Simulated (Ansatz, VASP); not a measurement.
## SnO2: VASP beside Ansatz

```
Sn O
1.0
    -2.02625    2.02625    5.18069
     2.02625   -2.02625    5.18069
     2.02625    2.02625   -5.18069
Sn O
2 4
Cartesian
  0.0000 2.0263 2.5903
  0.0000 0.0000 0.0000
  0.0000 -0.8800 7.9709
  0.0000 2.0263 4.6875
  0.0000 0.0000 2.0972
  0.0000 2.0263 0.4932
```

Alike in both runs: task single point; functional PBE; k mesh 10 × 10 × 10; occupations gaussian, width 0.05 eV; no spin polarisation.

```csv
,VASP,Ansatz
version,VASP 6.6.1,Ansatz 0.2.0
potentials or method,"VASP PAW PBE potentials, release 64 (Sn_d, O), cutoff 520 eV","scalar-relativistic, plane waves, PAW"
valence electrons in the cell,52,52
```

|  | VASP | Ansatz | Ansatz less VASP |
| --- | --- | --- | --- |
| gap on the k mesh at the Fermi level (eV) | 0.40 | 0.42 | +0.015 |
| least direct gap on the mesh (eV) | 0.59 | 0.60 | +0.014 |
| pressure (GPa) | -1.9 | -2.4 | -0.51 |
| traceless stress, the component that is largest in VASP (GPa) | -1.40 | -1.37 | +0.027 |
| rms of the force components (eV/Å) | 1.144 | 1.149 | +0.0054 |

Atom by atom the forces differ by 0.020 eV/Å (rms over components). With one functional, cell and mesh, what is left measures potentials, basis and numerics.
